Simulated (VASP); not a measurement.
# TlAgTe2 (I-4m2) in VASP: notebook, part 2 of 3

VASP 6.6.1. The steps go on from the part before.

## (3) Electric field gradients, LDA

This run uses another cell than the first one, of 29.23 Å³/atom.

File INCAR:

```
SYSTEM = TlAgTe2
ALGO = Normal
EDIFF = 1E-8
ENCUT = 520
GGA = CA
ISIF = 2
ISMEAR = -1
LASPH = .True.
LCHARG = .False.
LEFG = .True.
LREAL = .False.
LWAVE = .False.
NBANDS = 26
NELM = 100
PREC = Accurate
SIGMA = 0.05
```

File KPOINTS:

```
k-points
0
Gamma
  13 13 13
  0 0 0
```

File POSCAR:

```
TlAgTe2
1.0
   -1.9600000000      1.9600000000      7.6100000000
    1.9600000000     -1.9600000000      7.6100000000
    1.9600000000      1.9600000000     -7.6100000000
Tl Ag Te
1 1 2
Direct
    0.0000000000      0.0000000000      0.0000000000
    0.7500000000      0.2500000000      0.5000000000
    0.3690000000      0.3690000000      0.0000000000
    0.6310000000      0.6310000000      0.0000000000
```

Potentials or basis: VASP PAW LDA potentials, release 64 (Tl_d, Ag, Te).

The run is started by

```console
cat potpaw_LDA.64/Tl_d/POTCAR potpaw_LDA.64/Ag/POTCAR potpaw_LDA.64/Te/POTCAR > POTCAR
mpirun -np 1 vasp_std > vasp.out
```

OUTCAR:

```text
SYSTEM = TlAgTe2
   EDIFF = 1E-8
   ENCUT = 520
   GGA = CA
   ISIF = 2
   ISMEAR = -1
   LASPH = .True.
   LREAL = .False.
   NELM = 100
   PREC = Accurate

 ion  position               nearest neighbor table
   1  0.000  0.000  0.000-   4 3.41   4 3.41   4 3.41   3 3.41   4 3.41   3 3.41   3 3.41   3 3.41

   2  0.750  0.250  0.500-   3 2.67   4 2.67   3 2.67   4 2.67
   3  0.369  0.369  0.000-   2 2.67   2 2.67   1 3.41   1 3.41   1 3.41   1 3.41
   4  0.631  0.631  0.000-   2 2.67   2 2.67   1 3.41   1 3.41   1 3.41   1 3.41

  LATTYP: Found a body centered tetragonal cell.
 ALAT       =     3.9200000000
 C/A-ratio  =     3.8826530612

  Lattice vectors:

 A1 = (  -1.9600000000,   1.9600000000,   7.6100000000)
 A2 = (   1.9600000000,  -1.9600000000,   7.6100000000)
 A3 = (   1.9600000000,   1.9600000000,  -7.6100000000)

Analysis of symmetry for initial positions (statically):
=====================================================================
 Subroutine PRICEL returns:
 Original cell was already a primitive cell.

 Routine SETGRP: Setting up the symmetry group for a
 body centered tetragonal supercell.

 Subroutine GETGRP returns: Found  8 space group operations
 (whereof  8 operations were pure point group operations)
 out of a pool of 16 trial point group operations.

The static configuration has the point symmetry D_2d.

Analysis of symmetry for dynamics (positions and initial velocities):
=====================================================================
 Subroutine PRICEL returns:
 Original cell was already a primitive cell.

 Routine SETGRP: Setting up the symmetry group for a
 body centered tetragonal supercell.

 Subroutine GETGRP returns: Found  8 space group operations
 (whereof  8 operations were pure point group operations)
 out of a pool of 16 trial point group operations.

The dynamic configuration has the point symmetry D_2d.

 Subroutine INISYM returns: Found  8 space group operations
 (whereof  8 operations are pure point group operations),
 and found     1 'primitive' translations

----------------------------------------------------------------------------------------

                                     Primitive cell

  volume of cell :     116.9383

  direct lattice vectors                    reciprocal lattice vectors
    -1.960000000  1.960000000  7.610000000     0.000000000  0.255102041  0.065703022
     1.960000000 -1.960000000  7.610000000     0.255102041  0.000000000  0.065703022
     1.960000000  1.960000000 -7.610000000     0.255102041  0.255102041  0.000000000

  length of vectors
     8.099092542  8.099092542  8.099092542     0.263427292  0.263427292  0.360768766

  position of ions in fractional coordinates (direct lattice)
[... 85 lines left out ...]
   EDIFFG = 0.1E-06   stopping-criterion for IOM
   NSW    =      0    number of steps for IOM
   IBRION =     -1    ionic relax: 0-MD 1-quasi-New 2-CG
   NFREE  =      0    steps in history (QN), initial steepest desc. (CG)
   ISIF   =      2    stress and relaxation
   ISYM   =      2    0-nonsym 1-usesym 2-fastsym
   POTIM  = 0.5000    time-step for ionic-motion
   TEBEG  =    0.0;   TEEND  =   0.0 temperature during run
   PSTRESS=    0.0 pullay stress
   NELECT =      36.0000    total number of electrons
   NUPDOWN=      -1.0000    fix difference up-down
   EMIN   =  10.00;   EMAX   =-10.00  energy-range for DOS
   EFERMI =   0.00;   METHOD = LEGACY
   ISMEAR =    -1;   SIGMA  =   0.05  broadening in eV -4-tet -1-fermi 0-gaus
   EFERMI_NEDOS =   21; number of points for ismear=-14 and -15
   IALGO  =     38    algorithm
   IMIX   =      4    mixing-type and parameters
     AMIX     =   0.40;   BMIX     =  1.00
     AMIX_MAG =   1.60;   BMIX_MAG =  1.00
  volume/ion in A,a.u.               =      29.23       197.28
  Fermi-wavevector in a.u.,A,eV,Ry     =   1.105410  2.088922 16.625385  1.221931
  Thomas-Fermi vector in A             =   2.241897
   LORBIT       =      0    0 simple, 1 ext, 2 COOP (PROOUT), +10 PAW based schemes
   GGA     = CA    functional components
   LHFCALC =     F    Hartree Fock is set to
   AEXX    =    0.0000 exact exchange contribution
   IVDW    =     0    specifies the selected vdW correction
   LEPSILON=     F    determine dielectric tensor
   LRPA    =     F    only Hartree local field effects (RPA)
 non-spin polarized calculation
  energy-cutoff  :      520.00
  volume of cell :      116.94
 maximum number of plane-waves:      3197
   NGX = 31   NGY = 31   NGZ = 31

 number of electron      35.9999999 magnetization

 Free energy of the ion-electron system (eV)
  ---------------------------------------------------
  ext. energy  EPLUGINS =         0.00000000
  ---------------------------------------------------
  free energy    TOTEN  =       -14.08659629 eV

  energy without entropy =      -14.06044343  energy(sigma->0) =      -14.07351986

 E-fermi :   5.4105     XC(G=0):  -9.9552

 val. band max:        5.4061219575   @ k =  -0.2308   0.4615   0.1538
 cond. band min:       5.4126371092   @ k =  -0.3077  -0.4615   0.1538
 fundamental gap:      0.0065151517
 Fermi energy:         5.4105062798

 k-point     1 :       0.0000    0.0000    0.0000
  band No.  band energies     occupation
      1      -6.4066      2.00000
      2      -5.5740      2.00000
      3      -5.5420      2.00000
      4      -5.4498      2.00000
      5      -5.3874      2.00000
      6      -5.3874      2.00000
[... 685 lines left out ...]
     25      12.4409      0.00000
     26      13.2180      0.00000

 [... further k-points ...]
[... 5 lines left out ...]
  --------------------------------------------------------------------------------------
  -------------------------------------------------------------------------------------
  Total       -1.6609836     -1.6609836      0.2948756      0.0000000      0.0000000      0.0000000
  in kB      -22.7572164    -22.7572164      4.0401047      0.0000000      0.0000000      0.0000000
  external PRESSURE =     -13.8247760 kB  Pullay stress =       0.0000000 kB

 VOLUME and BASIS-vectors are now :
 -----------------------------------------------------------------------------
  energy-cutoff  :      520.00
  volume of cell :      116.94
      direct lattice vectors                 reciprocal lattice vectors
    -1.960000000  1.960000000  7.610000000     0.000000000  0.255102041  0.065703022
     1.960000000 -1.960000000  7.610000000     0.255102041  0.000000000  0.065703022
     1.960000000  1.960000000 -7.610000000     0.255102041  0.255102041  0.000000000

 POSITION                                       TOTAL-FORCE (eV/Angst)
 -----------------------------------------------------------------------------------
      0.00000      0.00000      0.00000        -0.000000     -0.000000     -0.000000
      0.00000      1.96000      3.80500        -0.000000     -0.000000     -0.000000
      0.00000      0.00000      5.61618        -0.000000     -0.000000      0.148106
      0.00000      0.00000      9.60382         0.000000      0.000000     -0.148106
 -----------------------------------------------------------------------------------
    total drift:                                0.000000     -0.000000      0.000000

  FREE ENERGIE OF THE ION-ELECTRON SYSTEM (eV)
  ---------------------------------------------------
  free  energy   TOTEN  =       -14.0865962850 eV

  energy  without entropy=      -14.0604434287  energy(sigma->0) =      -14.07351986

 Electric field gradients (V/A^2)
---------------------------------------------------------------------
 ion       V_xx      V_yy      V_zz      V_xy      V_xz      V_yz
---------------------------------------------------------------------
   1      -3.337    -3.337     6.674    -0.000    -0.000    -0.000
   2      21.622    21.622   -43.243    -0.001    -0.001    -0.001
   3      55.351   135.769  -191.121    -0.000    -0.000    -0.000
   4     135.769    55.351  -191.121    -0.000    -0.000    -0.000
---------------------------------------------------------------------

 Electric field gradients after diagonalization (V/A^2)
 (convention: |V_zz| > |V_xx| > |V_yy|)
----------------------------------------------------------------------
 ion       V_xx      V_yy      V_zz     asymmetry (V_yy - V_xx)/ V_zz
----------------------------------------------------------------------
   1      -3.337    -3.337     6.674       0.000
   2      21.623    21.620   -43.243       0.000
   3     135.769    55.351  -191.121       0.421
   4     135.769    55.351  -191.121       0.421
----------------------------------------------------------------------

           NMR quadrupolar parameters

 Cq : quadrupolar parameter    Cq=e*Q*V_zz/h
 eta: asymmetry parameters     (V_yy - V_xx)/ V_zz
 Q  : nuclear electric quadrupole moment in mb (millibarn)
----------------------------------------------------------------------
 ion       Cq(MHz)       eta       Q (mb)
----------------------------------------------------------------------
   1       0.016       0.000       1.000
   2      -0.105       0.000       1.000
   3      -0.462       0.421       1.000
   4      -0.462       0.421       1.000
----------------------------------------------------------------------
```

OSZICAR:

```text
N       E                     dE             d eps       ncg     rms          rms(c)
DAV:   1     0.183170126404E+03    0.18317E+03   -0.16314E+04 10216   0.120E+03
DAV:   2    -0.733423862158E+01   -0.19050E+03   -0.18499E+03 11662   0.252E+02
DAV:   3    -0.145618904562E+02   -0.72277E+01   -0.71441E+01 12126   0.454E+01
DAV:   4    -0.146564846602E+02   -0.94594E-01   -0.94513E-01 12782   0.547E+00
DAV:   5    -0.146574785058E+02   -0.99385E-03   -0.99382E-03 11858   0.581E-01    0.925E+00
DAV:   6    -0.141620241478E+02    0.49545E+00   -0.32224E+00 10672   0.184E+01    0.780E+00
DAV:   7    -0.141017390456E+02    0.60285E-01   -0.40754E-01 10604   0.583E+00    0.383E+00
DAV:   8    -0.140904668572E+02    0.11272E-01   -0.65713E-02 10980   0.204E+00    0.862E-01
DAV:   9    -0.140866320885E+02    0.38348E-02   -0.17848E-02 10758   0.130E+00    0.318E-01
DAV:  10    -0.140866378585E+02   -0.57700E-05   -0.11352E-03 11268   0.248E-01    0.137E-01
DAV:  11    -0.140865959501E+02    0.41908E-04   -0.16392E-04 11440   0.116E-01    0.361E-02
DAV:  12    -0.140865964554E+02   -0.50525E-06   -0.28116E-05 11268   0.289E-02    0.101E-02
DAV:  13    -0.140865963354E+02    0.12000E-06   -0.13177E-06 10932   0.558E-03    0.655E-03
DAV:  14    -0.140865962944E+02    0.40951E-07   -0.97379E-08 11394   0.262E-03    0.133E-03
DAV:  15    -0.140865962850E+02    0.94128E-08   -0.65420E-08 10476   0.222E-03
   1 F= -.14086596E+02 E0= -.14073520E+02  d E =-.261529E-01
```

stdout:

```text
POSCAR found type information on POSCAR TlAgTe
 POSCAR found :  3 types and       4 ions
 scaLAPACK will be used
 LDA part: xc-table for (Slater(with rela. corr.)+CA(PZ))
 , standard interpolation
 POSCAR, INCAR and KPOINTS ok, starting setup
 FFT: planning ... GRIDC
 FFT: planning ... GRID_SOFT
 FFT: planning ... GRID
 WAVECAR not read
 entering main loop
ion   1

ion   2

ion   3

ion   4
```

Wall time 13 min (1 thread of Intel Xeon 6975P-C (Granite Rapids), shared host); peak memory 0.85 GiB.

What came out:

- Free energy: -14.0866 eV
- Pressure: -1.4 GPa
- Largest force: 0.148 eV/Å
- Band gap on the k mesh: zero (bands 18 and 19 overlap by 1.68 eV)
- Largest electric field gradient by atom: Tl +6.7; Ag -43.2; Te -191.1 V/Å²

Forces in eV/Å, atoms in the order of the input:
```
Tl   0.000  0.000  0.000
Ag   0.000  0.000  0.000
Te   0.000  0.000  0.148
Te   0.000  0.000 -0.148
```

Electric field gradients, principal values (V/Å²):
```tsv
atom	least	middle	greatest (by size)
1 Tl	-3.337	-3.337	6.674
2 Ag	21.620	21.623	-43.243
3 Te	55.351	135.769	-191.121
4 Te	55.351	135.769	-191.121
```

Caveat: without QUAD_EFG the Cq values of the log hold for a quadrupole moment of 1 mb, not for the nuclei; spin-orbit coupling is left out, which moves the levels of the heavy elements.

## (4) Electric field gradients, LDA (29.82 Å³/atom)

This run uses another cell than the first one, of 29.82 Å³/atom.

File INCAR:

```
SYSTEM = TlAgTe2
  PREC = Accurate
  ENCUT = 520
  EDIFF = 1E-8
  ISMEAR = -1
  SIGMA = 0.05
  LREAL = .False.
  LASPH = .True.
  NELM = 80
  ALGO = Normal
  ISIF = 2
  LWAVE = .False.
  LCHARG = .False.
  LEFG = .True.
  NBANDS = 26
```

File KPOINTS:

```
Automatic mesh
0
Gamma
  13 13 13
  0 0 0
```

File POSCAR:

```
TlAgTe2
1.0
   -1.9729805107      1.9729805107      7.6603988198
    1.9729805107     -1.9729805107      7.6603988198
    1.9729805107      1.9729805107     -7.6603988198
Tl Ag Te
1 1 2
Direct
    0.0000000000      0.0000000000      0.0000000000
    0.7500000000      0.2500000000      0.5000000000
    0.3690000000      0.3690000000      0.0000000000
    0.6310000000      0.6310000000      0.0000000000
```

Potentials or basis: VASP PAW LDA potentials, release 64 (Tl_d, Ag, Te).

The run is started by

```console
cat potpaw_LDA.64/Tl_d/POTCAR potpaw_LDA.64/Ag/POTCAR potpaw_LDA.64/Te/POTCAR > POTCAR
mpirun -np 1 vasp_std > vasp.out
```

OUTCAR:

```text
SYSTEM = TlAgTe2
   PREC = Accurate
   ENCUT = 520
   EDIFF = 1E-8
   ISMEAR = -1
   LREAL = .False.
   LASPH = .True.
   NELM = 80
   ISIF = 2

 ion  position               nearest neighbor table
   1  0.000  0.000  0.000-   4 3.44   3 3.44   4 3.44   3 3.44   4 3.44   3 3.44   3 3.44   4 3.44

   2  0.750  0.250  0.500-   3 2.69   4 2.69   3 2.69   4 2.69
   3  0.369  0.369  0.000-   2 2.69   2 2.69   1 3.44   1 3.44   1 3.44   1 3.44
   4  0.631  0.631  0.000-   2 2.69   2 2.69   1 3.44   1 3.44   1 3.44   1 3.44

  LATTYP: Found a body centered tetragonal cell.
 ALAT       =     3.9459610214
 C/A-ratio  =     3.8826530613

  Lattice vectors:

 A1 = (  -1.9729805107,   1.9729805107,   7.6603988198)
 A2 = (   1.9729805107,  -1.9729805107,   7.6603988198)
 A3 = (   1.9729805107,   1.9729805107,  -7.6603988198)

Analysis of symmetry for initial positions (statically):
=====================================================================
 Subroutine PRICEL returns:
 Original cell was already a primitive cell.

[... 899 lines left out ...]
      0.00000      0.00000      0.00000        -0.000000      0.000000      0.000000
      0.00000      1.97298      3.83020        -0.000000      0.000000      0.000000
      0.00000      0.00000      5.65337         0.000000     -0.000000      0.057485
      0.00000      0.00000      9.66742         0.000000     -0.000000     -0.057485
 -----------------------------------------------------------------------------------
    total drift:                                0.000000     -0.000000     -0.000000

  FREE ENERGIE OF THE ION-ELECTRON SYSTEM (eV)
  ---------------------------------------------------
  free  energy   TOTEN  =       -14.0606720253 eV

  energy  without entropy=      -14.0337145811  energy(sigma->0) =      -14.04719330

 Electric field gradients (V/A^2)
---------------------------------------------------------------------
 ion       V_xx      V_yy      V_zz      V_xy      V_xz      V_yz
---------------------------------------------------------------------
   1      -3.243    -3.243     6.486     0.000     0.000     0.000
   2      20.657    20.657   -41.314     0.001     0.001     0.001
   3      54.633   137.166  -191.799     0.000     0.000     0.000
   4     137.166    54.633  -191.799     0.000     0.000     0.000
---------------------------------------------------------------------

 Electric field gradients after diagonalization (V/A^2)
 (convention: |V_zz| > |V_xx| > |V_yy|)
----------------------------------------------------------------------
 ion       V_xx      V_yy      V_zz     asymmetry (V_yy - V_xx)/ V_zz
----------------------------------------------------------------------
   1      -3.243    -3.243     6.486       0.000
   2      20.658    20.656   -41.314       0.000
   3     137.166    54.633  -191.799       0.430
   4     137.166    54.633  -191.799       0.430
----------------------------------------------------------------------

           NMR quadrupolar parameters

 Cq : quadrupolar parameter    Cq=e*Q*V_zz/h
 eta: asymmetry parameters     (V_yy - V_xx)/ V_zz
 Q  : nuclear electric quadrupole moment in mb (millibarn)
----------------------------------------------------------------------
 ion       Cq(MHz)       eta       Q (mb)
----------------------------------------------------------------------
   1       0.016       0.000       1.000
   2      -0.100       0.000       1.000
   3      -0.464       0.430       1.000
   4      -0.464       0.430       1.000
----------------------------------------------------------------------
```

Wall time 38 min (1 thread of Intel Xeon Platinum 8259CL at 2.50GHz (Skylake/Cascade Lake), shared host); peak memory 0.91 GiB.

What came out:

```
Free energy                             : -14.0607 eV
Pressure                                : -2.2 GPa
Largest force                           : 0.057 eV/Å
Band gap on the k mesh                  : zero (bands 18 and 19 overlap by 1.62 eV)
Largest electric field gradient by atom : Tl +6.5; Ag -41.3; Te -191.8 V/Å²
```

Forces on the atoms (eV/Å):
```
Tl   0.000  0.000  0.000
Ag   0.000  0.000  0.000
Te   0.000  0.000  0.057
Te   0.000  0.000 -0.057
```

Stress tensor (GPa, compression positive):
```
-3.01  0.00  0.00
 0.00 -3.01  0.00
 0.00  0.00 -0.66
```

Levels at points of the mesh, in eV from the Fermi level:
| k point | band 14 | band 15 | band 16 | band 17 | band 18 | band 19 | band 20 | band 21 | band 22 | band 23 |
| --- | --- | --- | --- | --- | --- | --- | --- | --- | --- | --- |
| (0.00, 0.00, 0.00) | -1.84 | -0.42 | -0.29 | -0.29 | 0.15 | 0.15 | 3.05 | 4.68 | 5.32 | 5.88 |

Electric field gradients, principal values (V/Å²):
| atom | least | middle | greatest (by size) |
| --- | --- | --- | --- |
| 1 Tl | -3.243 | -3.243 | 6.486 |
| 2 Ag | 20.656 | 20.658 | -41.314 |
| 3 Te | 54.633 | 137.166 | -191.799 |
| 4 Te | 54.633 | 137.166 | -191.799 |

Caveat: without QUAD_EFG the Cq values of the log hold for a quadrupole moment of 1 mb, not for the nuclei; spin-orbit coupling is left out, which moves the levels of the heavy elements.

(Continued in part 3 of 3.)
